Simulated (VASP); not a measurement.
Crystal: CsAs2.

```
CELL_PARAMETERS angstrom
4.34505 0.00000 0.00000
0.00000 4.34505 0.00000
0.00000 0.00000 9.11864
ATOMIC_POSITIONS crystal
Cs 0.50000 0.00000 0.28000
Cs 0.00000 0.50000 0.72000
As 0.00000 0.00000 0.00000
As 0.50000 0.50000 0.00000
As 0.50000 0.00000 0.64000
As 0.00000 0.50000 0.36000
```

* Program: VASP 6.6.1
* Task: relaxation of cell and atoms
* Functional: PBE
* Potentials or basis: VASP PAW PBE potentials, release 64 (Cs_sv, As)
* Cutoff: 600 eV
* k mesh: 4 × 4 × 2
* Occupations: gaussian, width 0.1 eV
* Spin: no spin polarisation

At the start: pressure 4.5 GPa; volume 28.69 Å³/atom.

Q: How do energy, volume and symmetry change on relaxing?

A: Over 42 steps the energy falls by 1093.2 meV/atom and the volume is 31.19 Å³/atom (+8.7 %); space group P4/nmm (No. 129, to 0.1 Å) before and after.

Step by step:
```
step  energy change (eV)  largest force (eV/Å)  pressure (GPa)  volume (Å³)
   1              0.0000                0.3225            4.47       172.15
   3             -0.4016                0.2127           -0.60       210.33
   5             -0.4445                0.3343           -0.20       205.65
   7             -0.8028                1.0504            0.05       206.53
   9             -0.8845                1.2841            0.78       205.64
  11             -0.9371                1.3365            0.85       207.16
  13             -1.1569                1.5073            1.24       212.92
  15             -2.8904                1.4716            2.58       219.94
  17             -3.0420                0.9483            1.34       231.52
  19             -3.7422                2.0846           -1.34       246.76
  21             -4.1603                2.0100           -3.55       266.02
  23             -4.5821                1.3985           -3.22       255.28
  25             -5.2896                1.6709            4.64       193.10
  27             -5.4768                1.4011            1.21       208.95
  29             -5.7399                0.6351            0.69       210.07
  31             -5.8239                0.5202           -0.24       213.62
  33             -5.9236                0.5337           -1.62       217.46
  35             -6.2980                0.6784           -1.23       197.36
  37             -6.5310                0.1941            0.95       182.10
  39             -6.5570                0.0835           -0.08       187.34
  41             -6.5579                0.0692           -0.04       187.17
  42             -6.5593                0.0394           -0.01       187.13
```

Final structure:
```
Cs As
1.0
     3.80549    0.00000    0.00000
     0.00000    3.80549    0.00000
     0.00000    0.00000   12.92189
Cs As
2 4
Direct
  0.50000 0.00000 0.25511
  0.00000 0.50000 0.74489
  0.00000 0.00000 0.00000
  0.50000 0.50000 0.00000
  0.50000 0.00000 0.52973
  0.00000 0.50000 0.47027
```

Caveat: the k points lie up to 0.41 Å⁻¹ apart in the final cell, too coarse for converged energies and pressures of a metal; a cell axis changed by over 15 % at a fixed basis, so the end point is rough.
